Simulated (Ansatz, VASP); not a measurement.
## As in VASP and in Ansatz

File INCAR:

```
SYSTEM = As
  ALGO = Normal
  EDIFF = 1E-6
  ENCUT = 520
  GGA = PE
  ISIF = 2
  ISMEAR = -1
  LASPH = .TRUE.
  LCHARG = .FALSE.
  LREAL = .FALSE.
  LWAVE = .FALSE.
  NBANDS = 8
  NELM = 60
  PREC = Accurate
  SIGMA = 0.1
```

Contents of KPOINTS:

```
k-points
0
G
  15 15 15
  0 0 0
```

Contents of POSCAR:

```
As
1.0
   -1.7468817898      1.7468817898      1.7468817898
    1.7468817898     -1.7468817898      1.7468817898
    1.7468817898      1.7468817898     -1.7468817898
As
1
Direct
    0.0000000000      0.0000000000      0.0000000000
```

Input for Ansatz:

```yaml
crystal:
  lattice:
    - [-1.7468817898, 1.7468817898, 1.7468817898]
    - [1.7468817898, -1.7468817898, 1.7468817898]
    - [1.7468817898, 1.7468817898, -1.7468817898]
  atoms:
    - { symbol: As, position: [0.0, 0.0, 0.0] }
hamiltonian:
  xc: pbe
  pseudopotentials:
    kind: paw
    azcp:
      As: "pseudopotentials/As.paw.azcp"
basis:
  ecutwfc: 420
  fft_grid_basis: typed
kpoints:
  mp_grid: { grid: [15, 15, 15], shift: [0, 0, 0] }
magnetization:
  spin_polarized: false
scf:
  occupations: { method: fermi_dirac, width: 0.1 }
  lower_state_search: "off"
output:
  stress: true
```

Alike in both runs: task single point; functional PBE; k mesh 15 × 15 × 15; occupations fermi-dirac, width 0.1 eV; no spin polarisation.

|  | VASP | Ansatz |
| --- | --- | --- |
| version | VASP 6.6.1 | Ansatz 0.2.0 |
| potentials or method | VASP PAW PBE potentials, release 64 (As), cutoff 520 eV | plane waves (420 eV) with PAW, scalar-relativistic |
| valence electrons in the cell | 5 | 15 |

|  | VASP | Ansatz | Ansatz less VASP |
| --- | --- | --- | --- |
| pressure (GPa) | -7.1 | -7.1 | 0.00 |

The functional is the same, so the differences come from potentials, cutoffs and numerics. VASP's potentials hold 5 valence electrons a cell and Ansatz's 15, so a difference there can come from the potentials and not from the codes.
